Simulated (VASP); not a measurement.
A run of VASP 6.6.1:

The input INCAR:

```
SYSTEM = Sb
PREC = Accurate
ENCUT = 520
EDIFF = 1E-8
ISMEAR = -1
SIGMA = 0.03
LREAL = .FALSE.
LASPH = .TRUE.
NELM = 100
ALGO = Normal
ISIF = 2
LWAVE = .FALSE.
LCHARG = .FALSE.
GGA = PS
LEFG = .TRUE.
NBANDS = 12
```

File KPOINTS:

```
regular mesh
0
G
  12 12 7
  0 0 0
```

File POSCAR:

```
Sb
1.0
    3.3690001795      0.0000000000      0.0000000000
   -1.6845000898      2.9176397408      0.0000000000
    0.0000000000      0.0000000000      5.3300000000
Sb
2
Direct
    0.3333333333      0.6666666667      0.2500000000
    0.6666666667      0.3333333333      0.7500000000
```

Potentials or basis: VASP PAW PBE potentials, release 64 (Sb).

The run is started by

```console
$ cat potpaw_PBE.64/Sb/POTCAR > POTCAR
$ mpirun -np 1 vasp_std > vasp.out
```

Hardware: 1 thread of AMD EPYC 9R45 (Zen 5), on a shared host.

Question: Estimate the wall time of this run.

Answer: Wall time 26 s on 1 thread of AMD EPYC 9R45 (Zen 5), with other jobs on the host, peak memory 0.16 GiB. Counts: scf iterations 13, k points 76.
